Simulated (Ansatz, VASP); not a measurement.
**One calculation of CaC2, two programs**

INCAR

```
PREC     = Accurate       # precision mode
ENCUT    = 520            # plane-wave cutoff, eV
EDIFF    = 1E-7           # SCF threshold, eV
ISMEAR   = 0              # smearing method
SIGMA    = 0.05           # smearing width, eV
LREAL    = False          # projectors in reciprocal space
LASPH    = True           # aspherical terms in the spheres
NELM     = 100            # most SCF steps
ALGO     = Normal         # electronic algorithm
ISIF     = 2              # what is computed and relaxed
LWAVE    = False          # write WAVECAR
LCHARG   = False          # write CHGCAR
NBANDS   = 16             # bands
```

KPOINTS

```
Automatic mesh
0
Gamma
  10 10 10
```

File POSCAR:

```
CaC2
1.0
   -1.9342985994      1.9342985994      3.2821640236
    1.9342985994     -1.9342985994      3.2821640236
    1.9342985994      1.9342985994     -3.2821640236
Ca C
1 2
Direct
    0.0000000000      0.0000000000      0.0000000000
    0.5978927200      0.5978927200      0.0000000000
    0.4021072800      0.4021072800      0.0000000000
```

Input for Ansatz:

```yaml
crystal:
  lattice:
    - [-1.9342985994, 1.9342985994, 3.2821640236]
    - [1.9342985994, -1.9342985994, 3.2821640236]
    - [1.9342985994, 1.9342985994, -3.2821640236]
  atoms:
    - { symbol: Ca, position: [0.0, 0.0, 0.0] }
    - { symbol: C, position: [0.59789272, 0.59789272, 0.0] }
    - { symbol: C, position: [0.40210728, 0.40210728, 0.0] }
basis:
  ecutwfc: 420
kpoints:
  mp_grid: { grid: [10, 10, 10] }
hamiltonian:
  xc: lda
scf:
  occupations: { method: gaussian, width: 0.05 }
output:
  forces: true
  stress: true
  eigenvalues: true
```

Change from the starting cell: strain +0.000 along x and y, +0.025 along z, atoms carried along.

Alike in both runs: task single point; functional LDA; k mesh 10 × 10 × 10; occupations gaussian, width 0.05 eV; no spin polarisation.

|  | VASP | Ansatz |
| --- | --- | --- |
| version | VASP 6.6.1 | Ansatz 0.2.0 |
| potentials or method | VASP PAW LDA potentials, release 64 (Ca_sv, C), cutoff 520 eV | scalar-relativistic, plane waves, PAW |
| valence electrons in the cell | 18 | 18 |

Ansatz gave:

* gap on the k mesh at the Fermi level (eV): 1.07
* least direct gap on the mesh (eV): 2.13
* pressure (GPa): -8.6
* traceless stress, the component that is largest in VASP (GPa): -8.72
* rms of the force components (eV/Å): 0.922

Q: What did VASP give for the same quantities?

A: gap on the k mesh at the Fermi level (eV): 1.06; least direct gap on the mesh (eV): 2.12; pressure (GPa): -8.3; traceless stress, the component that is largest in VASP (GPa): -8.46; rms of the force components (eV/Å): 0.882.

LDA's correlation is that of Perdew and Zunger in VASP and of Perdew and Wang (1992) in Ansatz. Atom by atom the forces differ by 0.040 eV/Å (rms over components).
